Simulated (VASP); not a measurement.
# ZrAgW (P4/mmm) in VASP: further runs

ZrAgW is run at these levels: PBE; tasks: single point, relaxation of cell and atoms.

Program: VASP 6.6.1. These are calculated values, not measurements. Logs are shortened: lines on timing, memory, paths and dates and some standing lists are left out, and cuts for length are marked.

## (1) The cell of the first run

Symmetry: P4/mmm, No. 123, tetragonal system. Conventional cell: a = 3.683 Å, b = 3.683 Å, c = 5.672 Å, α = 90.00°, β = 90.00°, γ = 90.00°. Within 3.4 Å of Zr (site symmetry 4/mmm) lie 4 W at 2.60 Å and 2 Ag at 2.84 Å. Within 3.7 Å of Ag (site symmetry 4/mmm) lie 2 Zr at 2.84 Å and 4 Ag at 3.68 Å. Within 3.4 Å of W (site symmetry 4/mmm) lie 4 Zr at 2.60 Å.

## (2) Single point, PBE

INCAR

```
SYSTEM = ZrAgW
PREC     = Accurate       ! precision mode
ENCUT    = 520            ! plane-wave cutoff, eV
EDIFF    = 1E-6           ! SCF threshold, eV
ISMEAR   = 0              ! smearing method
SIGMA    = 0.1            ! smearing width, eV
LREAL    = .FALSE.        ! projectors in reciprocal space
LASPH    = .TRUE.         ! aspherical terms in the spheres
NELM     = 100            ! most SCF steps
ALGO     = Normal         ! electronic algorithm
ISIF     = 2              ! what is computed and relaxed
LWAVE    = .FALSE.        ! write WAVECAR
LCHARG   = .FALSE.        ! write CHGCAR
GGA      = PE             ! functional
NBANDS   = 26             ! bands
```

KPOINTS

```
regular mesh
0
G
  12 12 8
  0 0 0
```

POSCAR

```
ZrAgW
1.0
    3.6834347144      0.0000000000      0.0000000000
    0.0000000000      3.6834347144      0.0000000000
    0.0000000000      0.0000000000      5.6716038211
Zr Ag W
1 1 1
Direct
    0.5000000000      0.5000000000      0.0000000000
    0.5000000000      0.5000000000      0.5000000000
    0.0000000000      0.0000000000      0.0000000000
```

Potentials or basis: VASP PAW PBE potentials, release 64 (Zr_sv, Ag, W_sv).

Launch:

```console
$ cat potpaw_PBE.64/Zr_sv/POTCAR potpaw_PBE.64/Ag/POTCAR potpaw_PBE.64/W_sv/POTCAR > POTCAR
$ mpirun -np 1 vasp_std > vasp.out
```

OUTCAR:

```text
SYSTEM = ZrAgW
   PREC = Accurate
   ENCUT = 520
   EDIFF = 1E-6
   ISMEAR = 0
   LREAL = .FALSE.
   LASPH = .TRUE.
   NELM = 100
   ISIF = 2
   GGA = PE

 ion  position               nearest neighbor table
   1  0.500  0.500  0.000-   3 2.60   3 2.60   3 2.60   3 2.60   2 2.84   2 2.84
   2  0.500  0.500  0.500-   1 2.84   1 2.84
   3  0.000  0.000  0.000-   1 2.60   1 2.60   1 2.60   1 2.60

  LATTYP: Found a simple tetragonal cell.
 ALAT       =     3.6834347144
 C/A-ratio  =     1.5397595616

  Lattice vectors:

 A1 = (   3.6834347144,   0.0000000000,   0.0000000000)
 A2 = (   0.0000000000,   3.6834347144,   0.0000000000)
 A3 = (   0.0000000000,   0.0000000000,   5.6716038211)

Analysis of symmetry for initial positions (statically):
=====================================================================
 Subroutine PRICEL returns:
 Original cell was already a primitive cell.

 Routine SETGRP: Setting up the symmetry group for a
 simple tetragonal supercell.

 Subroutine GETGRP returns: Found 16 space group operations
 (whereof 16 operations were pure point group operations)
 out of a pool of 16 trial point group operations.

The static configuration has the point symmetry D_4h.

Analysis of symmetry for dynamics (positions and initial velocities):
=====================================================================
 Subroutine PRICEL returns:
 Original cell was already a primitive cell.

 Routine SETGRP: Setting up the symmetry group for a
 simple tetragonal supercell.

 Subroutine GETGRP returns: Found 16 space group operations
 (whereof 16 operations were pure point group operations)
 out of a pool of 16 trial point group operations.

The dynamic configuration has the point symmetry D_4h.

 Subroutine INISYM returns: Found 16 space group operations
 (whereof 16 operations are pure point group operations),
 and found     1 'primitive' translations

----------------------------------------------------------------------------------------

                                     Primitive cell

  volume of cell :      76.9506

  direct lattice vectors                    reciprocal lattice vectors
     3.683434714  0.000000000  0.000000000     0.271485740  0.000000000  0.000000000
     0.000000000  3.683434714  0.000000000     0.000000000  0.271485740  0.000000000
     0.000000000  0.000000000  5.671603821     0.000000000  0.000000000  0.176316970

  length of vectors
     3.683434714  3.683434714  5.671603821     0.271485740  0.271485740  0.176316970

  position of ions in fractional coordinates (direct lattice)
     0.500000000  0.500000000  0.000000000
     0.500000000  0.500000000  0.500000000
     0.000000000  0.000000000  0.000000000

  ion indices of the primitive-cell ions
   primitive index   ion index
                 1           1
                 2           2
                 3           3

----------------------------------------------------------------------------------------

 KPOINTS: regular mesh

Automatic generation of k-mesh.
 Grid dimensions read from file:
 generate k-points for:   12   12    8

 Generating k-lattice:

  Cartesian coordinates                     Fractional coordinates (reciprocal lattice)
     0.022623812  0.000000000  0.000000000     0.083333333  0.000000000  0.000000000
     0.000000000  0.022623812  0.000000000     0.000000000  0.083333333  0.000000000
     0.000000000  0.000000000  0.022039621     0.000000000  0.000000000  0.125000000

  Length of vectors
     0.022623812  0.022623812  0.022039621

  Shift w.r.t. Gamma in fractional coordinates (k-lattice)
     0.000000000  0.000000000  0.000000000

 Subroutine IBZKPT returns following result:
 ===========================================

 Found    140 irreducible k-points:

 Following reciprocal coordinates:
            Coordinates               Weight
  0.000000  0.000000  0.000000      1.000000
  0.083333  0.000000  0.000000      4.000000
  0.166667  0.000000  0.000000      4.000000
  0.250000  0.000000  0.000000      4.000000
  0.333333  0.000000  0.000000      4.000000
  0.416667  0.000000  0.000000      4.000000
[... 16 lines left out ...]
  0.333333  0.333333  0.000000      4.000000
  0.416667  0.333333  0.000000      8.000000
 [... further k-points ...]
   k-points           NKPTS =    140   k-points in BZ     NKDIM =    140   number of bands    NBANDS=     26
   number of dos      NEDOS =    301   number of ions     NIONS =      3
   total plane-waves  NPLWV =  32928
   dimension x,y,z NGX =    28 NGY =   28 NGZ =   42
   dimension x,y,z NGXF=    56 NGYF=   56 NGZF=   84
   ions per type =               1   1   1
   NGX,Y,Z   is equivalent  to a cutoff of  12.64, 12.64, 12.31 a.u.
   NGXF,Y,Z  is equivalent  to a cutoff of  25.27, 25.27, 24.62 a.u.
 SYSTEM =  ZrAgW
   PREC   = accura    normal or accurate (medium, high low for compatibility)
   ISTART =      0    job   : 0-new  1-cont  2-samecut
   ICHARG =      2    charge: 1-file 2-atom 10-const
   ISPIN  =      1    spin polarized calculation?
   LNONCOLLINEAR =      F non collinear calculations
   LSORBIT =      F    spin-orbit coupling
   LASPH  =      T    aspherical Exc in radial PAW
   ENCUT  =  520.0 eV  38.22 Ry    6.18 a.u.   6.85  6.85 10.55*2*pi/ulx,y,z
   NELM   =    100;   NELMIN=  2; NELMDL= -5     # of ELM steps
   EDIFF  = 0.1E-05   stopping-criterion for ELM
   LREAL  =      F    real-space projection
   EDIFFG = 0.1E-04   stopping-criterion for IOM
   NSW    =      0    number of steps for IOM
   IBRION =     -1    ionic relax: 0-MD 1-quasi-New 2-CG
   NFREE  =      0    steps in history (QN), initial steepest desc. (CG)
   ISIF   =      2    stress and relaxation
   ISYM   =      2    0-nonsym 1-usesym 2-fastsym
   POTIM  = 0.5000    time-step for ionic-motion
   TEBEG  =    0.0;   TEEND  =   0.0 temperature during run
   PSTRESS=    0.0 pullay stress
   NELECT =      37.0000    total number of electrons
   NUPDOWN=      -1.0000    fix difference up-down
   EMIN   =  10.00;   EMAX   =-10.00  energy-range for DOS
   EFERMI =   0.00;   METHOD = LEGACY
   ISMEAR =     0;   SIGMA  =   0.10  broadening in eV -4-tet -1-fermi 0-gaus
   EFERMI_NEDOS =   21; number of points for ismear=-14 and -15
   IALGO  =     38    algorithm
   IMIX   =      4    mixing-type and parameters
     AMIX     =   0.40;   BMIX     =  1.00
     AMIX_MAG =   1.60;   BMIX_MAG =  1.00
  volume/ion in A,a.u.               =      25.65       173.10
  Fermi-wavevector in a.u.,A,eV,Ry     =   1.282542  2.423652 22.380399  1.644913
  Thomas-Fermi vector in A             =   2.414847
   LORBIT       =      0    0 simple, 1 ext, 2 COOP (PROOUT), +10 PAW based schemes
   GGA     = PE    functional components
   LHFCALC =     F    Hartree Fock is set to
   AEXX    =    0.0000 exact exchange contribution
   IVDW    =     0    specifies the selected vdW correction
   LEPSILON=     F    determine dielectric tensor
   LRPA    =     F    only Hartree local field effects (RPA)
 non-spin polarized calculation
 Gauss-broadening in eV      SIGMA  =   0.10
  energy-cutoff  :      520.00
  volume of cell :       76.95
 maximum number of plane-waves:      2092
 NGX is ok and might be reduce to    28
   NGX = 13   NGY = 13   NGZ = 21

 number of electron      37.0000002 magnetization

 Free energy of the ion-electron system (eV)
  ---------------------------------------------------
  ext. energy  EPLUGINS =         0.00000000
  ---------------------------------------------------
  free energy    TOTEN  =       -19.10876412 eV

  energy without entropy =      -19.09340304  energy(sigma->0) =      -19.10108358

 E-fermi :   5.4503     XC(G=0): -10.2450

 val. band max:        5.4500218715   @ k =   0.5000   0.0000   0.1250
 cond. band min:       5.4524120708   @ k =   0.4167   0.0000   0.1250
 fundamental gap:      0.0023901994
 Fermi energy:         5.4503305905

 k-point     1 :       0.0000    0.0000    0.0000
  band No.  band energies     occupation
      1     -68.1135      2.00000
      2     -42.6300      2.00000
      3     -32.4247      2.00000
      4     -32.3930      2.00000
      5     -32.3930      2.00000
      6     -20.7645      2.00000
[... 18 lines left out ...]
     25      12.2984      0.00000
     26      12.3196      0.00000

 k-point     2 :       0.0833    0.0000    0.0000
  band No.  band energies     occupation
      1     -68.1134      2.00000
      2     -42.6307      2.00000
      3     -32.4244      2.00000
      4     -32.3912      2.00000
      5     -32.3911      2.00000
      6     -20.7644      2.00000
[... 18 lines left out ...]
     25      11.8648      0.00000
     26      12.1699      0.00000

 k-point     3 :       0.1667    0.0000    0.0000
  band No.  band energies     occupation
      1     -68.1132      2.00000
      2     -42.6326      2.00000
      3     -32.4234      2.00000
      4     -32.3862      2.00000
      5     -32.3856      2.00000
      6     -20.7640      2.00000
[... 18 lines left out ...]
     25      11.3236      0.00000
     26      11.5798      0.00000

 k-point     4 :       0.2500    0.0000    0.0000
  band No.  band energies     occupation
      1     -68.1129      2.00000
      2     -42.6353      2.00000
      3     -32.4221      2.00000
      4     -32.3794      2.00000
      5     -32.3781      2.00000
      6     -20.8128      2.00000
[... 18 lines left out ...]
     25      10.4667      0.00000
     26      10.7835      0.00000

 k-point     5 :       0.3333    0.0000    0.0000
  band No.  band energies     occupation
      1     -68.1126      2.00000
      2     -42.6379      2.00000
      3     -32.4208      2.00000
      4     -32.3726      2.00000
      5     -32.3705      2.00000
      6     -20.8833      2.00000
[... 18 lines left out ...]
     25      10.1078      0.00000
     26      10.6069      0.00000

 k-point     6 :       0.4167    0.0000    0.0000
  band No.  band energies     occupation
      1     -68.1124      2.00000
      2     -42.6398      2.00000
      3     -32.4198      2.00000
      4     -32.3675      2.00000
      5     -32.3650      2.00000
      6     -20.9343      2.00000
[... 427 lines left out ...]
 k-point    21 :       0.4167    0.2500    0.0000
  band No.  band energies     occupation
      1     -68.1118      2.00000
      2     -42.6294      2.00000
      3     -32.4219      2.00000
      4     -32.4178      2.00000
      5     -32.3927      2.00000
      6     -20.8616      2.00000
[... 18 lines left out ...]
     25       9.7123      0.00000
     26      11.0454      0.00000

 k-point    22 :       0.5000    0.2500    0.0000
  band No.  band energies     occupation
      1     -68.1117      2.00000
      2     -42.6290      2.00000
      3     -32.4175      2.00000
      4     -32.4101      2.00000
      5     -32.4086      2.00000
      6     -20.8478      2.00000
[... 18 lines left out ...]
     25       9.8480      0.00000
     26      11.0629      0.00000

 k-point    23 :       0.3333    0.3333    0.0000
  band No.  band energies     occupation
      1     -68.1117      2.00000
      2     -42.6269      2.00000
      3     -32.4385      2.00000
      4     -32.4176      2.00000
      5     -32.3948      2.00000
      6     -20.8527      2.00000
[... 18 lines left out ...]
     25      10.2050      0.00000
     26      10.5096      0.00000

 k-point    24 :       0.4167    0.3333    0.0000
  band No.  band energies     occupation
      1     -68.1115      2.00000
      2     -42.6242      2.00000
      3     -32.4403      2.00000
      4     -32.4168      2.00000
      5     -32.4151      2.00000
      6     -20.8192      2.00000
[... 18 lines left out ...]
     25      10.0583      0.00000
     26      10.9505      0.00000

 [... further k-points ...]

------------------------ aborting loop because EDIFF is reached ----------------------------------------

  FORCE on cell =-STRESS in cart. coord.  units (eV):
  Direction    XX          YY          ZZ          XY          YZ          ZX
  --------------------------------------------------------------------------------------
  -------------------------------------------------------------------------------------
  Total        0.1095287      0.1095287      0.0245649      0.0000000      0.0000000      0.0000000
  in kB        2.2804825      2.2804825      0.5114634      0.0000000      0.0000000      0.0000000
  external PRESSURE =       1.6908095 kB  Pullay stress =       0.0000000 kB

 VOLUME and BASIS-vectors are now :
 -----------------------------------------------------------------------------
  energy-cutoff  :      520.00
  volume of cell :       76.95
      direct lattice vectors                 reciprocal lattice vectors
     3.683434714  0.000000000  0.000000000     0.271485740  0.000000000  0.000000000
     0.000000000  3.683434714  0.000000000     0.000000000  0.271485740  0.000000000
     0.000000000  0.000000000  5.671603821     0.000000000  0.000000000  0.176316970

 POSITION                                       TOTAL-FORCE (eV/Angst)
 -----------------------------------------------------------------------------------
      1.84172      1.84172      0.00000         0.000000      0.000000      0.000000
      1.84172      1.84172      2.83580         0.000000      0.000000      0.000000
      0.00000      0.00000      0.00000         0.000000      0.000000      0.000000
 -----------------------------------------------------------------------------------
    total drift:                                0.000000      0.000000     -0.000000

  FREE ENERGIE OF THE ION-ELECTRON SYSTEM (eV)
  ---------------------------------------------------
  free  energy   TOTEN  =       -19.1087641199 eV

  energy  without entropy=      -19.0934030404  energy(sigma->0) =      -19.10108358
```

Run time: 7.3 min. Hardware: 1 thread of Intel Xeon Platinum 8259CL at 2.50GHz (Skylake/Cascade Lake), shared host; peak memory 0.41 GiB.

What came out:

| Quantity | Value |
| --- | --- |
| Free energy | -19.1088 eV |
| Pressure | 0.2 GPa |

Stress tensor (GPa, compression positive):
```
0.23 0.00 0.00
0.00 0.23 0.00
0.00 0.00 0.05
```

Caveat: spin-orbit coupling is left out, which moves the levels of the heavy elements.

[end of part 1 of 2]
